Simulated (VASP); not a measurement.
Write the native input for VASP 6.6.1 that does the following.

```
Task                   : single point
Functional             : PBEsol
Potentials or basis    : VASP PAW PBE potentials, release 64 (In_d, Sb)
Cutoff                 : 520 eV
k mesh                 : 12 × 12 × 6
Occupations            : methfessel-paxton, width 0.3 eV
Spin                   : no spin polarisation
Dipole correction      : no
Further INCAR settings : ALGO = Fast; EDIFF = 1e-07; NBANDS = 40
```

The structure of In2Sb lies in POSCAR:

```
In2Sb
1.0
    5.3799042018      0.0000000000      0.0000000000
   -2.6899521009      4.6591337087      0.0000000000
    0.0000000000      0.0000000000      6.7225520000
In Sb
4 2
Direct
    0.6666666667      0.3333333333      0.2500000000
    0.3333333333      0.6666666667      0.7500000000
    0.0000000000      0.0000000000      0.5000000000
    0.0000000000      0.0000000000      0.0000000000
    0.6666666667      0.3333333333      0.7500000000
    0.3333333333      0.6666666667      0.2500000000
```

The input as run:

INCAR

```
SYSTEM = In2Sb
ALGO = Fast
EDIFF = 1E-7
ENCUT = 520
GGA = PS
ISIF = 2
ISMEAR = 1
LASPH = .True.
LCHARG = .True.
LELF = .True.
LREAL = .False.
LVHAR = .True.
LWAVE = .False.
NBANDS = 40
NELM = 60
PREC = Accurate
SIGMA = 0.3
```

KPOINTS

```
k-points
0
Gamma
  12 12 6
  0 0 0
```

Potentials or basis: VASP PAW PBE potentials, release 64 (In_d, Sb).

The run is started by

```bash
$ cat potpaw_PBE.64/In_d/POTCAR potpaw_PBE.64/Sb/POTCAR > POTCAR
$ mpirun -np 1 vasp_std > vasp.out
```

It gave:

* Pressure: -2.6 GPa
* Band gap on the k mesh: zero (bands 31 and 32 overlap by 2.07 eV)

Caveat: the PAW data sets were made with another functional, which shifts forces and pressure a little; spin-orbit coupling is left out, which moves the levels of the heavy elements.

Wall time 12 min on 1 thread of Intel Xeon 8259CL, on a shared host, peak memory 0.54 GiB.
